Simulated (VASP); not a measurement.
# C in VASP: further runs, part 2 of 2

VASP 6.6.1. Earlier steps stand in the parts before.

## 3. Single point, PBEsol+D3(BJ)

File INCAR:

```
PREC     = Accurate       # precision mode
ENCUT    = 520            # plane-wave cutoff, eV
EDIFF    = 1E-6           # SCF threshold, eV
ISMEAR   = 1              # smearing method
SIGMA    = 0.15           # smearing width, eV
LREAL    = False          # projectors in reciprocal space
LASPH    = True           # aspherical terms in the spheres
NELM     = 80             # most SCF steps
ALGO     = Normal         # electronic algorithm
ISIF     = 2              # what is computed and relaxed
LWAVE    = False          # write WAVECAR
LCHARG   = True           # write CHGCAR
GGA      = PS             # functional
IVDW     = 12             # dispersion correction
LELF     = True           # ELF
LVHAR    = True         
NBANDS   = 16             # bands
```

File KPOINTS:

```
regular mesh
0
Gamma
  10 10 3
```

File POSCAR:

```
C
1.0
    1.2280480000     -2.1270620000      0.0000000000
    1.2280480000      2.1270620000      0.0000000000
    0.0000000000      0.0000000000      7.1732680000
C
4
Direct
    0.0833790000      0.9166210000      0.7531380000
    0.5833790000      0.4166210000      0.2468620000
    0.9166210000      0.0833790000      0.2468620000
    0.4166210000      0.5833790000      0.7391973526
```

Potentials or basis: VASP PAW PBE potentials, release 64 (C).

Run with:

```sh
cat potpaw_PBE.64/C/POTCAR > POTCAR
mpirun -np 1 vasp_std > vasp.out
```

OUTCAR:

```text
PREC = Accurate
   ENCUT = 520
   EDIFF = 1E-6
   ISMEAR = 1
   LREAL = False
   LASPH = True
   NELM = 80
   ISIF = 2
   GGA = PS
   IVDW = 12
 IVDW          = 12

 ion  position               nearest neighbor table
   1  0.083  0.917  0.753-   4 1.42   4 1.42   4 1.42
   2  0.583  0.417  0.247-   3 1.42   3 1.42   3 1.42
   3  0.917  0.083  0.247-   2 1.42   2 1.42   2 1.42
   4  0.417  0.583  0.739-   1 1.42   1 1.42   1 1.42

  LATTYP: Found a hexagonal cell.
 ALAT       =     2.4561137274
 C/A-ratio  =     2.9205764863

  Lattice vectors:

 A1 = (   1.2280480000,  -2.1270620000,   0.0000000000)
 A2 = (   1.2280480000,   2.1270620000,   0.0000000000)
 A3 = (   0.0000000000,   0.0000000000,   7.1732680000)

Analysis of symmetry for initial positions (statically):
=====================================================================
 Subroutine PRICEL returns:
 Original cell was already a primitive cell.

 Routine SETGRP: Setting up the symmetry group for a
 hexagonal supercell.

 Subroutine GETGRP returns: Found  2 space group operations
 (whereof  2 operations were pure point group operations)
 out of a pool of 24 trial point group operations.

The static configuration has the point symmetry C_1h.

Analysis of symmetry for dynamics (positions and initial velocities):
=====================================================================
 Subroutine PRICEL returns:
 Original cell was already a primitive cell.

 Routine SETGRP: Setting up the symmetry group for a
 hexagonal supercell.

 Subroutine GETGRP returns: Found  2 space group operations
 (whereof  2 operations were pure point group operations)
 out of a pool of 24 trial point group operations.

The dynamic configuration has the point symmetry C_1h.

 Subroutine INISYM returns: Found  2 space group operations
 (whereof  2 operations are pure point group operations),
 and found     1 'primitive' translations

----------------------------------------------------------------------------------------

[... 120 lines left out ...]
   LORBIT       =      0    0 simple, 1 ext, 2 COOP (PROOUT), +10 PAW based schemes
   GGA     = PS    functional components
   LHFCALC =     F    Hartree Fock is set to
   AEXX    =    0.0000 exact exchange contribution
   IVDW    =    12    specifies the selected vdW correction
   LEPSILON=     F    determine dielectric tensor
   LRPA    =     F    only Hartree local field effects (RPA)
 non-spin polarized calculation
 Methfessel and Paxton  Order N= 1 SIGMA  =   0.15
  energy-cutoff  :      520.00
  volume of cell :       37.48
 maximum number of plane-waves:      1029
   NGX =  9   NGY =  9   NGZ = 27

 number of electron      15.9999996 magnetization

 Free energy of the ion-electron system (eV)
  ---------------------------------------------------
  ext. energy  EPLUGINS =         0.00000000
  ---------------------------------------------------
  free energy    TOTEN  =       -38.50019720 eV

  energy without entropy =      -38.50048528  energy(sigma->0) =      -38.50029323

 E-fermi :   3.5675     XC(G=0): -10.1025

 val. band max:        3.4598806381   @ k =  -0.3000  -0.4000   0.0000
 cond. band min:       4.6892372308   @ k =   0.3000   0.3000   0.0000
 fundamental gap:      1.2293565927
 Fermi energy:         3.5675109513

 k-point     1 :       0.0000    0.0000    0.0000
  band No.  band energies     occupation
      1     -15.5396      2.00000
      2     -15.3567      2.00000
      3      -4.2853      2.00000
      4      -2.8599      2.00000
      5       1.1118      2.00000
      6       1.1232      2.00000
[... 433 lines left out ...]
      3      -4.7967      2.00000
      4      -4.7460      2.00000
      5      -3.3911      2.00000
      6      -3.3123      2.00000
[... 8 lines left out ...]
     15      16.2897      0.00000
     16      16.3656      0.00000

 [... further k-points ...]

------------------------ aborting loop because EDIFF is reached ----------------------------------------

 Edisp (eV)   -0.41127

 E8    (eV) :    -0.1997

  FORCE on cell =-STRESS in cart. coord.  units (eV):
  Direction    XX          YY          ZZ          XY          YZ          ZX
  --------------------------------------------------------------------------------------
  -------------------------------------------------------------------------------------
  Total       0.49214     0.43616    -0.55578     0.00000    -0.00169     0.00000
  in kB      21.04053    18.64724   -23.76151     0.00000    -0.07232     0.00000
  external pressure =        5.31 kB  Pullay stress =        0.00 kB

 VOLUME and BASIS-vectors are now :
 -----------------------------------------------------------------------------
  energy-cutoff  :      520.00
  volume of cell :       37.48
      direct lattice vectors                 reciprocal lattice vectors
     1.228048000 -2.127062000  0.000000000     0.407150209 -0.235066021  0.000000000
     1.228048000  2.127062000  0.000000000     0.407150209  0.235066021  0.000000000
     0.000000000  0.000000000  7.173268000     0.000000000  0.000000000  0.139406474

 POSITION                                       TOTAL-FORCE (eV/Angst)
 -----------------------------------------------------------------------------------
      1.22805      1.77236      5.40246         0.000000      0.015633     -1.677965
      1.22805     -0.35470      1.77081         0.000000      0.016305      0.001435
      1.22805     -1.77236      1.77081         0.000000     -0.016289     -0.002705
      1.22805      0.35470      5.30246         0.000000     -0.015649      1.679236
 -----------------------------------------------------------------------------------
    total drift:                                0.000000      0.000003     -0.000117

  FREE ENERGIE OF THE ION-ELECTRON SYSTEM (eV)
  ---------------------------------------------------
  free  energy   TOTEN  =       -38.9114634130 eV

  energy  without entropy=      -38.9117514957  energy(sigma->0) =      -38.91155944
```

OSZICAR:

```text
N       E                     dE             d eps       ncg     rms          rms(c)
DAV:   1     0.356933482554E+02    0.35693E+02   -0.78880E+03  2752   0.920E+02
DAV:   2    -0.379636451682E+02   -0.73657E+02   -0.67049E+02  3872   0.191E+02
DAV:   3    -0.409135977679E+02   -0.29500E+01   -0.29344E+01  3624   0.358E+01
DAV:   4    -0.409393639370E+02   -0.25766E-01   -0.25757E-01  3464   0.405E+00
DAV:   5    -0.409397778947E+02   -0.41396E-03   -0.41395E-03  3480   0.486E-01    0.908E+00
DAV:   6    -0.390881778034E+02    0.18516E+01   -0.12589E+00  3264   0.699E+00    0.526E+00
DAV:   7    -0.384939065577E+02    0.59427E+00   -0.15359E+00  3400   0.784E+00    0.136E+00
DAV:   8    -0.385012729446E+02   -0.73664E-02   -0.73196E-02  3192   0.161E+00    0.277E-01
DAV:   9    -0.384999997386E+02    0.12732E-02   -0.19119E-03  3584   0.299E-01    0.104E-01
DAV:  10    -0.385002046775E+02   -0.20494E-03   -0.78507E-04  3008   0.168E-01    0.755E-02
DAV:  11    -0.385001963692E+02    0.83083E-05   -0.26596E-05  3720   0.331E-02    0.191E-02
DAV:  12    -0.385001972017E+02   -0.83248E-06   -0.17833E-06  3128   0.101E-02
   1 F= -.38911463E+02 E0= -.38911559E+02  d E =0.288083E-03
```

It took 81 s on 1 thread of AMD EPYC 7R13, shared host; peak memory 0.15 GiB.

Results:

| Property | Result |
| --- | --- |
| Free energy | -38.9115 eV |
| Pressure | 0.5 GPa |
| Largest force | 1.679 eV/Å |
| Band gap on the k mesh | 1.23 eV |
| Dispersion energy per atom | -0.103 eV |

Forces in eV/Å, atoms in the order of the input:
```
C    0.000  0.016 -1.678
C    0.000  0.016  0.001
C    0.000 -0.016 -0.003
C    0.000 -0.016  1.679
```

Stress tensor (GPa, compression positive):
```
 2.10  0.00  0.00
 0.00  1.86 -0.01
 0.00 -0.01 -2.38
```

Caveat: three body term missing; the PAW data sets were made with another functional, which shifts forces and pressure a little.
